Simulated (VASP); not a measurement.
A run of VASP 6.6.1:

Contents of INCAR:

```
ALGO = Normal ; DIPOL = 0.5 0.5 0.500
EDIFF = 1E-7 ; ENCUT = 520
GGA = PE ; IDIPOL = 3
ISIF = 2 ; ISMEAR = 0
IVDW = 12 ; LASPH = True
LCHARG = True ; LDIPOL = True
LELF = True ; LREAL = False
LVACPOTAV = True ; LVHAR = True
LWAVE = False ; NBANDS = 27
NELM = 80 ; PREC = Accurate
SIGMA = 0.02
```

KPOINTS

```
k-points
0
Gamma
  9 9 1
```

The input POSCAR:

```
InSe
1.0
    3.8250000000      0.0000000000      0.0000000000
   -1.9125000000      3.3125471695      0.0000000000
    0.0000000000      0.0000000000     36.7199571806
Se In
2 2
Direct
    0.0000000000      0.0000000000      0.4314266711
    0.0000000000      0.0000000000      0.5685455674
    0.6666666667      0.3333333333      0.4644104082
    0.6666666667      0.3333333333      0.5355618847
```

Potentials or basis: VASP PAW PBE potentials, release 64 (Se, In_d).

Command:

```bash
$ cat potpaw_PBE.64/Se/POTCAR potpaw_PBE.64/In_d/POTCAR > POTCAR
$ mpirun -np 1 vasp_std > vasp.out
```

Hardware: 1 thread of Intel(R) Xeon(R) 6975P-C (Granite Rapids) (shared host).

Problem. Estimate the wall time of this run.

Solution. It took 2.5 min on 1 thread of Intel(R) Xeon(R) 6975P-C (Granite Rapids) (shared host), peak memory 0.54 GiB. Counts: scf iterations 26, k points 12.
